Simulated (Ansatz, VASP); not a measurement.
## One calculation of KF, two programs

```
K F
1.0
     0.08394    2.63805    2.63805
     2.63805    0.08394    2.63805
     2.63805    2.63805    0.08394
K F
1 1
Cartesian
  0.0000 0.0000 0.0000
  2.6800 2.6800 2.6800
```

Alike in both runs: task single point; functional LDA; k mesh 8 × 8 × 8; occupations gaussian, width 0.05 eV; no spin polarisation.

```csv
,VASP,Ansatz
version,VASP 6.6.1,Ansatz 0.2.0
potentials or method,"VASP PAW LDA potentials, release 64 (K_sv, F), cutoff 520 eV","scalar-relativistic, plane waves, PAW"
valence electrons in the cell,16,16
```

|  | VASP | Ansatz | Ansatz less VASP |
| --- | --- | --- | --- |
| gap on the k mesh at the Fermi level (eV) | 6.23 | 6.25 | +0.019 |
| least direct gap on the mesh (eV) | 6.23 | 6.25 | +0.019 |
| pressure (GPa) | -0.5 | -0.7 | -0.21 |
| traceless stress, the component that is largest in VASP (GPa) | -0.49 | -0.50 | -0.009 |

LDA's correlation is that of Perdew and Zunger in VASP and of Perdew and Wang (1992) in Ansatz.
